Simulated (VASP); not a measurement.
# Pt (P6/mmm) in VASP: notebook, part 2 of 2

VASP 6.6.1. Earlier steps stand in the parts before.

### 3 Single point, RPBE (volume scaled by 0.92)

Contents of INCAR:

```
PREC = Accurate ; ENCUT = 520
EDIFF = 1E-6 ; ISMEAR = -1
SIGMA = 0.1 ; LREAL = F
LASPH = T ; NELM = 60
ALGO = Normal ; ISIF = 2
LWAVE = F ; LCHARG = F
GGA = RP ; NBANDS = 22
```

Contents of KPOINTS:

```
regular mesh
0
Gamma
  9 9 13
```

Contents of POSCAR:

```
Pt
1.0
    4.4356600846      0.0000000000      0.0000000000
   -2.2178300423      3.8413943158      0.0000000000
    0.0000000000      0.0000000000      2.6449055076
Pt
3
Direct
    0.0000000000      1.0000000000      0.0000000000
    0.3333333333      0.6666666667      0.5000000000
    0.6666666667      0.3333333333      0.5000000000
```

Potentials or basis: VASP PAW PBE potentials, release 64 (Pt).

Run with:

```sh
cat potpaw_PBE.64/Pt/POTCAR > POTCAR
mpirun -np 1 vasp_std > vasp.out
```

OUTCAR:

```text
PREC = Accurate
   ENCUT = 520
   EDIFF = 1E-6
   ISMEAR = -1
   LREAL = F
   LASPH = T
   NELM = 60
   ISIF = 2
   GGA = RP

 ion  position               nearest neighbor table
   1  0.000  0.000  0.000-   2 2.88   3 2.88   2 2.88   3 2.88   2 2.88   2 2.88   3 2.88   3 2.88
                             3 2.88   3 2.88   2 2.88   2 2.88
   2  0.333  0.667  0.500-   3 2.56   3 2.56   3 2.56   1 2.88   1 2.88   1 2.88   1 2.88   1 2.88
                             1 2.88
   3  0.667  0.333  0.500-   2 2.56   2 2.56   2 2.56   1 2.88   1 2.88   1 2.88   1 2.88   1 2.88
                             1 2.88

  LATTYP: Found a hexagonal cell.
 ALAT       =     4.4356600846
 C/A-ratio  =     0.5962822798

  Lattice vectors:

 A1 = (   4.4356600846,   0.0000000000,   0.0000000000)
 A2 = (  -2.2178300423,   3.8413943158,   0.0000000000)
 A3 = (   0.0000000000,   0.0000000000,   2.6449055076)

Analysis of symmetry for initial positions (statically):
=====================================================================
 Subroutine PRICEL returns:
 Original cell was already a primitive cell.

 Routine SETGRP: Setting up the symmetry group for a
 hexagonal supercell.

 Subroutine GETGRP returns: Found 24 space group operations
 (whereof 24 operations were pure point group operations)
 out of a pool of 24 trial point group operations.

The static configuration has the point symmetry D_6h.

Analysis of symmetry for dynamics (positions and initial velocities):
=====================================================================
 Subroutine PRICEL returns:
 Original cell was already a primitive cell.

 Routine SETGRP: Setting up the symmetry group for a
 hexagonal supercell.

 Subroutine GETGRP returns: Found 24 space group operations
 (whereof 24 operations were pure point group operations)
 out of a pool of 24 trial point group operations.

[... 116 lines left out ...]
   EFERMI =   0.00;   METHOD = LEGACY
   ISMEAR =    -1;   SIGMA  =   0.10  broadening in eV -4-tet -1-fermi 0-gaus
   EFERMI_NEDOS =   21; number of points for ismear=-14 and -15
   IALGO  =     38    algorithm
   IMIX   =      4    mixing-type and parameters
     AMIX     =   0.40;   BMIX     =  1.00
     AMIX_MAG =   1.60;   BMIX_MAG =  1.00
  volume/ion in A,a.u.               =      15.02       101.38
  Fermi-wavevector in a.u.,A,eV,Ry     =   1.429430  2.701231 27.800368  2.043269
  Thomas-Fermi vector in A             =   2.549384
   LORBIT       =      0    0 simple, 1 ext, 2 COOP (PROOUT), +10 PAW based schemes
   GGA     = RP    functional components
   LHFCALC =     F    Hartree Fock is set to
   AEXX    =    0.0000 exact exchange contribution
   IVDW    =     0    specifies the selected vdW correction
   LEPSILON=     F    determine dielectric tensor
   LRPA    =     F    only Hartree local field effects (RPA)
 non-spin polarized calculation
  energy-cutoff  :      520.00
  volume of cell :       45.07
 maximum number of plane-waves:      1239
 NGX is ok and might be reduce to    36
   NGX = 17   NGY = 17   NGZ =  9

 number of electron      30.0000002 magnetization

 Free energy of the ion-electron system (eV)
  ---------------------------------------------------
  ext. energy  EPLUGINS =         0.00000000
  ---------------------------------------------------
  free energy    TOTEN  =       -15.80686262 eV

  energy without entropy =      -15.64387386  energy(sigma->0) =      -15.72536824

 E-fermi :  11.3608     XC(G=0): -13.4433

 val. band max:       11.3606952410   @ k =   0.2222  -0.0000   0.3846
 cond. band min:      11.3626927730   @ k =   0.3333   0.1111   0.3846
 fundamental gap:      0.0019975320
 Fermi energy:        11.3607897876

 k-point     1 :       0.0000    0.0000    0.0000
  band No.  band energies     occupation
      1       1.2031      2.00000
      2       4.5444      2.00000
      3       6.2450      2.00000
      4       6.9518      2.00000
      5       6.9518      2.00000
      6       6.9818      2.00000
[... 589 lines left out ...]
     21      22.7992      0.00000
     22      26.7541      0.00000

 [... further k-points ...]

------------------------ aborting loop because EDIFF is reached ----------------------------------------

  FORCE on cell =-STRESS in cart. coord.  units (eV):
  Direction    XX          YY          ZZ          XY          YZ          ZX
  --------------------------------------------------------------------------------------
  -------------------------------------------------------------------------------------
  Total        6.0835003      6.0835003      6.3655865      0.0000000     -0.0000000      0.0000000
  in kB      216.2752439    216.2752439    226.3037224      0.0000000     -0.0000000      0.0000000
  external PRESSURE =     219.6180701 kB  Pullay stress =       0.0000000 kB

 VOLUME and BASIS-vectors are now :
 -----------------------------------------------------------------------------
  energy-cutoff  :      520.00
  volume of cell :       45.07
      direct lattice vectors                 reciprocal lattice vectors
     4.435660085  0.000000000  0.000000000     0.225445589  0.130161071  0.000000000
    -2.217830042  3.841394316  0.000000000     0.000000000  0.260322143  0.000000000
     0.000000000  0.000000000  2.644905508     0.000000000  0.000000000  0.378085341

 POSITION                                       TOTAL-FORCE (eV/Angst)
 -----------------------------------------------------------------------------------
      0.00000      0.00000      0.00000        -0.000000      0.000000     -0.000000
     -0.00000      2.56093      1.32245        -0.000000      0.000000      0.000000
      2.21783      1.28046      1.32245         0.000000     -0.000000     -0.000000
 -----------------------------------------------------------------------------------
    total drift:                                0.000000      0.000000     -0.000000

  FREE ENERGIE OF THE ION-ELECTRON SYSTEM (eV)
  ---------------------------------------------------
  free  energy   TOTEN  =       -15.8068626229 eV

  energy  without entropy=      -15.6438738589  energy(sigma->0) =      -15.72536824
```

OSZICAR:

```text
N       E                     dE             d eps       ncg     rms          rms(c)
DAV:   1     0.178160151658E+03    0.17816E+03   -0.15388E+04  3736   0.131E+03
DAV:   2    -0.125053701994E+02   -0.19067E+03   -0.17845E+03  4044   0.291E+02
DAV:   3    -0.167293091123E+02   -0.42239E+01   -0.41589E+01  4248   0.432E+01
DAV:   4    -0.167578794690E+02   -0.28570E-01   -0.28558E-01  4236   0.378E+00
DAV:   5    -0.167581810815E+02   -0.30161E-03   -0.30160E-03  4374   0.418E-01    0.229E+01
DAV:   6    -0.159398443826E+02    0.81834E+00   -0.15211E+00  4044   0.979E+00    0.127E+01
DAV:   7    -0.160448371038E+02   -0.10499E+00   -0.17768E+00  4128   0.103E+01    0.650E+00
DAV:   8    -0.158128692970E+02    0.23197E+00   -0.77843E-01  3912   0.860E+00    0.265E+00
DAV:   9    -0.158088752187E+02    0.39941E-02   -0.40909E-02  4158   0.149E+00    0.513E-01
DAV:  10    -0.158068554068E+02    0.20198E-02   -0.84516E-03  4032   0.779E-01    0.947E-02
DAV:  11    -0.158068605615E+02   -0.51547E-05   -0.22411E-04  4260   0.124E-01    0.564E-02
DAV:  12    -0.158068637780E+02   -0.32165E-05   -0.43039E-05  4260   0.577E-02    0.173E-02
DAV:  13    -0.158068624910E+02    0.12870E-05   -0.37896E-06  2710   0.170E-02    0.190E-03
DAV:  14    -0.158068626229E+02   -0.13191E-06   -0.15226E-07  2298   0.296E-03
   1 F= -.15806863E+02 E0= -.15725368E+02  d E =-.162989E+00
```

stdout:

```text
POSCAR found type information on POSCAR Pt
 POSCAR found :  1 types and       3 ions
 scaLAPACK will be used
 -----------------------------------------------------------------------------
|                                                                             |
|                                                                             |
|     You enforced a specific xc type in the INCAR file but a different       |
|     I HOPE YOU KNOW WHAT YOU ARE DOING!                                     |
|                                                                             |
 -----------------------------------------------------------------------------

 LDA part: xc-table for (Slater+PW92), standard interpolation
 POSCAR, INCAR and KPOINTS ok, starting setup
 FFT: planning ... GRIDC
 FFT: planning ... GRID_SOFT
 FFT: planning ... GRID
 WAVECAR not read
 entering main loop
```

Wall time 88 s (1 thread of Intel Xeon 6975P-C, shared host); peak memory 0.21 GiB.

What came out:

- Free energy: -15.8069 eV
- Pressure: 22.0 GPa
- Band gap on the k mesh: zero (band 15 reaches 12.48 eV, above the bottom of band 16 at 11.07 eV)

Caveat: the cell differs from its parent crystal (volume scaled by 0.92); the PAW data sets were made with another functional, which shifts forces and pressure a little; spin-orbit coupling is left out, which moves the levels of the heavy elements.

### 4 Single point, RPBE (volume scaled by 0.96)

Contents of INCAR:

```
SYSTEM = Pt
PREC = Accurate
ENCUT = 520
EDIFF = 1E-6
ISMEAR = -1
SIGMA = 0.1
LREAL = .False.
LASPH = .True.
NELM = 100
ALGO = Normal
ISIF = 2
LWAVE = .False.
LCHARG = .True.
GGA = RP
LELF = .True.
LVHAR = .True.
NBANDS = 22
```

Contents of KPOINTS:

```
regular mesh
0
Gamma
  9 9 13
  0 0 0
```

Contents of POSCAR:

```
Pt
1.0
    4.4990352195      0.0000000000      0.0000000000
   -2.2495176098      3.8962787926      0.0000000000
    0.0000000000      0.0000000000      2.6826949776
Pt
3
Direct
    0.0000000000      1.0000000000      0.0000000000
    0.3333333333      0.6666666667      0.5000000000
    0.6666666667      0.3333333333      0.5000000000
```

Run with:

```sh
cat potpaw_PBE.64/Pt/POTCAR > POTCAR
mpirun -np 1 vasp_std > vasp.out
```

Wall time 86 s (1 thread of Intel Xeon 6975P-C, shared host); peak memory 0.21 GiB.

Results (log left out):

```yaml
Free_energy: -15.9963 eV
Pressure: 9.3 GPa
Band_gap_on_the_k_mesh: zero (band 15 reaches 11.60 eV, above the bottom of band 16 at 10.29 eV)
```

Stress tensor (GPa, compression positive):
```
9.00 0.00 0.00
0.00 9.00 0.00
0.00 0.00 9.87
```

Levels at points of the mesh, in eV from the Fermi level:
```csv
k point,band 11,band 12,band 13,band 14,band 15,band 16,band 17,band 18,band 19,band 20
"(0.00, 0.00, 0.00)",-1.97,-1.97,-1.85,-1.85,0.32,0.32,5.05,6.01,7.34,7.34
```

Caveat: the cell differs from its parent crystal (volume scaled by 0.96); the PAW data sets were made with another functional, which shifts forces and pressure a little; spin-orbit coupling is left out, which moves the levels of the heavy elements.

### 5 Single point, RPBE

This run uses another cell than the first one, of 16.33 Å³/atom, 1.136 times its volume.

Contents of INCAR:

```
PREC = Accurate
ENCUT = 520
EDIFF = 1E-7
ISMEAR = -1
SIGMA = 0.1
LREAL = False
LASPH = True
NELM = 100
ALGO = Normal
ISIF = 2
LWAVE = False
LCHARG = True
GGA = RP
LELF = True
LVHAR = True
NBANDS = 22
```

Contents of KPOINTS:

```
Automatic mesh
0
Gamma
  9 9 13
```

Contents of POSCAR:

```
Pt
1.0
    4.5606734984      0.0000000000      0.0000000000
   -2.2803367492      3.9496591080      0.0000000000
    0.0000000000      0.0000000000      2.7194487910
Pt
3
Direct
    0.0000000000      1.0000000000      0.0000000000
    0.3333333333      0.6666666667      0.5000000000
    0.6666666667      0.3333333333      0.5000000000
```

Run with:

```sh
cat potpaw_PBE.64/Pt/POTCAR > POTCAR
mpirun -np 1 vasp_std > vasp.out
```

Run time: 89 s. Hardware: 1 thread of Intel Xeon 6975P-C, shared host; peak memory 0.22 GiB.

It converged, with:

```
Free energy            : -16.0493 eV
Pressure               : -0.5 GPa
Band gap on the k mesh : zero (band 15 reaches 10.79 eV, above the bottom of band 16 at 9.57 eV)
```

Stress tensor (GPa, compression positive):
```
-0.72  0.00  0.00
 0.00 -0.72  0.00
 0.00  0.00  0.03
```

Levels at points of the mesh, in eV from the Fermi level:
```
           k point  band 12  band 13  band 14  band 15  band 16  band 17  band 18  band 19
(0.00, 0.00, 0.00)    -1.84    -1.72    -1.72     0.29     0.29     4.85     5.78     7.13
```

Caveat: the PAW data sets were made with another functional, which shifts forces and pressure a little; spin-orbit coupling is left out, which moves the levels of the heavy elements.

### 6 Summary

```tsv
cell	gap on the mesh (eV)	pressure (GPa)
a = 4.370, b = 4.370, c = 2.606 Å, angles 90.0, 90.0, 120.0°, 3 atoms	none	38.4
a = 4.436, b = 4.436, c = 2.645 Å, angles 90.0, 90.0, 120.0°, 3 atoms	none	22.0
a = 4.499, b = 4.499, c = 2.683 Å, angles 90.0, 90.0, 120.0°, 3 atoms	none	9.3
a = 4.561, b = 4.561, c = 2.719 Å, angles 90.0, 90.0, 120.0°, 3 atoms	none	-0.5
```

Alike in all rows: task single point; level RPBE; potentials or basis VASP PAW PBE potentials, release 64 (Pt); no spin polarisation; k mesh 9 × 9 × 13; cutoff (eV) 520; smearing fermi-dirac 0.1 eV.

Caveats: the PAW data sets were made with another functional, which shifts forces and pressure a little; spin-orbit coupling is left out, which moves the levels of the heavy elements.

Total energies depend on the potentials used, so only differences within one code and one set of settings carry meaning.
